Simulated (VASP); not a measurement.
Runs of VASP 6.6.1 on BP. The structure is that of space group F-43m (No. 216), or close to it. The cells are those of the table. 

| cell | gap on the mesh (eV) | pressure (GPa) |
| --- | --- | --- |
| a = 3.241, b = 3.241, c = 3.168 Å, angles 60.7, 60.7, 58.5°, 2 atoms | 0.91 | -0.1 |
| a = 3.264 Å, angles 60.0°, 2 atoms | 1.31 | (b) |
| a = 3.144, b = 3.144, c = 3.168 Å, angles 59.7, 59.7, 60.5°, 2 atoms | (c) | 10.7 |
| a = 3.216, b = 3.216, c = 3.264 Å, angles 59.5, 59.5, 61.0°, 2 atoms | 0.83 | -2.5 |
| a = 3.218, b = 3.218, c = 3.120 Å, angles 61.0, 61.0, 58.0°, 2 atoms | (a) | 5.1 |
| a = 3.289, b = 3.289, c = 3.264 Å, angles 60.2, 60.2, 59.5°, 2 atoms | 1.22 | -8.8 |
| a = 3.289, b = 3.289, c = 3.313 Å, angles 59.8, 59.8, 60.5°, 2 atoms | 1.13 | -10.6 |
| a = 3.313 Å, angles 60.0°, 2 atoms | 1.36 | (d) |

Alike in all rows: task single point; level PBE; potentials or basis VASP PAW PBE potentials, release 64 (B, P); no spin polarisation; k mesh 10 × 10 × 10; cutoff (eV) 520; smearing gaussian 0.05 eV.

Task: Estimate the missing entries.

Result: (a) 0.75; (b) -6.8; (c) 0.93; (d) -12.3.

A k mesh can miss the band edges.
